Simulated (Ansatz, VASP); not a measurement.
Zr2NbC3 in VASP and in Ansatz

```xyz
6
Lattice="2.4419 -4.3946 0.0000 2.4419 4.3946 0.0000 0.0000 0.0000 4.0303" Properties=species:S:1:pos:R:3 pbc="T T T"
Zr    1.2209   -2.1973    2.0152
Zr    1.2209    2.1973    2.0152
Nb    0.0000    0.0000    0.0000
C     2.4419   -1.5641    0.0000
C     2.4419    1.5641    0.0000
C     2.4419    0.0000    2.0152
```

Change from the starting cell: species swapped into the LaAl2Ag3 type (Cmmm, No. 65).

Alike in both runs: task relaxation of cell and atoms; functional PBE; k mesh 4 × 4 × 4; occupations gaussian, width 0.1 eV; no spin polarisation.

|  | VASP | Ansatz |
| --- | --- | --- |
| version | VASP 6.6.1 | Ansatz 0.2.0 |
| potentials or method | VASP PAW PBE potentials, release 64 (Zr_sv, Nb_sv, C), cutoff 600 eV | scalar-relativistic, plane waves, PAW |
| valence electrons in the cell | 49 | 49 |

VASP gave:

* gap on the k mesh at the Fermi level, each at its own relaxed structure (eV): none
* relaxed volume (Å³/atom): 13.59
* relaxed length of the cell vector where the two differ most in proportion (Å): 3.375

Problem. Which values does Ansatz return?

Solution. gap on the k mesh at the Fermi level, each at its own relaxed structure (eV): none; relaxed volume (Å³/atom): 13.58; relaxed length of the cell vector where the two differ most in proportion (Å): 3.341.

A gap of «none» marks a metal or a gap that the smearing closes.

The k mesh is coarse, so the values compare programs but aren't converged.
